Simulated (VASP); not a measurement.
Write the native input for VASP 6.6.1 that does the following.

* Task: single point
* Functional: r2SCAN
* Potentials or basis: VASP PAW PBE potentials, release 64 (Rb_sv, Br)
* Cutoff: 550 eV
* k mesh: 6 × 6 × 6
* Occupations: gaussian, width 0.02 eV
* Spin: no spin polarisation
* Dipole correction: no
* Further INCAR settings: ALGO = Normal; EDIFF = 1e-06; NBANDS = 15

The system is RbBr.

```
CELL_PARAMETERS angstrom
0.00000 3.50873 3.50873
3.50873 0.00000 3.50873
3.50873 3.50873 0.00000
ATOMIC_POSITIONS crystal
Rb 0.00000 0.00000 0.00000
Br 0.50000 0.50000 0.50000
```

One way to write it, as run:

POSCAR

```
RbBr
1.0
    0.0000000000      3.5087293501      3.5087293501
    3.5087293501      0.0000000000      3.5087293501
    3.5087293501      3.5087293501      0.0000000000
Rb Br
1 1
Direct
    0.0000000000      0.0000000000      0.0000000000
    0.5000000000      0.5000000000      0.5000000000
```

INCAR.step1

```
SYSTEM = RbBr
ALGO = Normal
EDIFF = 1E-5
ENCUT = 550
GGA = PE
GGA_COMPAT = .FALSE.
ISMEAR = 0
LASPH = .TRUE.
LCHARG = .FALSE.
LREAL = .FALSE.
LWAVE = .TRUE.
NBANDS = 15
NELM = 120
PREC = Accurate
SIGMA = 0.02
```

INCAR.step2

```
SYSTEM = RbBr
ALGO = Normal
EDIFF = 1E-6
ENCUT = 550
GGA_COMPAT = .FALSE.
ISIF = 2
ISMEAR = 0
ISTART = 1
LASPH = .TRUE.
LCHARG = .TRUE.
LELF = .TRUE.
LMIXTAU = .TRUE.
LREAL = .FALSE.
LVHAR = .TRUE.
LWAVE = .FALSE.
METAGGA = R2SCAN
NBANDS = 15
NELM = 120
PREC = Accurate
SIGMA = 0.02
```

KPOINTS

```
k-points
0
G
  6 6 6
  0 0 0
```

Potentials or basis: VASP PAW PBE potentials, release 64 (Rb_sv, Br).

Run with:

```sh
$ cat potpaw_PBE.64/Rb_sv/POTCAR potpaw_PBE.64/Br/POTCAR > POTCAR
$ cp INCAR.step1 INCAR
$ mpirun -np 1 vasp_std > vasp.out
$ cp INCAR.step2 INCAR
$ mpirun -np 1 vasp_std > vasp.out
```

Results of the run:

```
Pressure               : -0.5 GPa
Band gap on the k mesh : 4.79 eV
```

Caveat: the PAW data sets were made with another functional, which shifts forces and pressure a little.

Wall time 3.1 min on 1 thread of Intel Xeon 8259CL (shared host), peak memory 0.27 GiB.
